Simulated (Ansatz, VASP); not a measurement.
# One calculation of BaTiO3, two programs

```xyz
5
Lattice="3.7310 -0.4406 0.0224 -0.3009 3.2769 3.1101 0.3302 -2.7553 2.5899" Properties=species:S:1:pos:R:3 pbc="T T T"
Ba    0.0432    0.5152    5.6877
Ti    1.8810    0.0504    2.9237
O     3.7401   -0.1889    2.8371
O     2.0427   -1.3170    4.1468
O     1.7232    1.6625    4.3891
```

Alike in both runs: functional PBE; k mesh 6 × 5 × 6; occupations fermi-dirac, width 0.05 eV; no spin polarisation.

|  | VASP | Ansatz |
| --- | --- | --- |
| version | VASP 6.6.1 | Ansatz 0.2.0 |
| potentials or method | VASP PAW PBE potentials, release 64 (Ba_sv, Ti_sv, O) | Ansatz PAW |
| plane-wave cutoff (eV) | 520 | 420 |
| valence electrons in the cell | 40 | 40 |
| task | single point | band structure |

```csv
,VASP,Ansatz,Ansatz less VASP
gap on the k mesh at the Fermi level (eV),0.45,0.54,+0.087
least direct gap on the mesh (eV),0.58,0.64,+0.063
pressure (GPa),20.3,17.6,-2.69
"traceless stress, the component that is largest in VASP (GPa)",28.77,27.20,-1.570
rms of the force components (eV/Å),0.278,0.266,-0.0121
```

Atom by atom the forces differ by 0.019 eV/Å (rms over components). With one functional, cell and mesh, what is left measures potentials, basis and numerics.

Spin-orbit coupling is off throughout.
